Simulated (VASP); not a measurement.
Write the native input for VASP 6.6.1 that does the following.

```yaml
Task: single point
Functional: PBEsol
Potentials_or_basis: VASP PAW PBE potentials, release 64 (B, P)
Cutoff: 520 eV
k_mesh: 15 × 15 × 15
Occupations: fermi-dirac, width 0.05 eV
Spin: no spin polarisation
Dipole_correction: no
Further_INCAR_settings: ALGO = Normal; EDIFF = 1e-06; NBANDS = 11
```

The structure of BP (zincblende type) lies in POSCAR:

```
BP
1.0
    0.0000000000      2.1657861533      2.1657861533
    2.1657861533      0.0000000000      2.1657861533
    2.1657861533      2.1657861533      0.0000000000
B P
1 1
Direct
    0.0000000000      0.0000000000      0.0000000000
    0.2500000000      0.2500000000      0.2500000000
```

This cell differs from its parent crystal: volume scaled by 0.88.

The input as run:

INCAR

```
  PREC = Accurate
  ENCUT = 520
  EDIFF = 1E-6
  ISMEAR = -1
  SIGMA = 0.05
  LREAL = F
  LASPH = T
  NELM = 100
  ALGO = Normal
  ISIF = 2
  LWAVE = F
  LCHARG = F
  GGA = PS
  NBANDS = 11
```

KPOINTS

```
regular mesh
0
Gamma
  15 15 15
```

Potentials or basis: VASP PAW PBE potentials, release 64 (B, P).

Launch:

```console
$ cat potpaw_PBE.64/B/POTCAR potpaw_PBE.64/P/POTCAR > POTCAR
$ mpirun -np 1 vasp_std > vasp.out
```

Results of the run:

```yaml
Pressure: 27.6 GPa
Band_gap_on_the_k_mesh: 0.92 eV, indirect (least direct gap 3.61 eV)
```

Caveat: the PAW data sets were made with another functional, which shifts forces and pressure a little.

It took 16 s on 1 thread of Intel Xeon 6975P-C (shared host), peak memory 0.15 GiB.
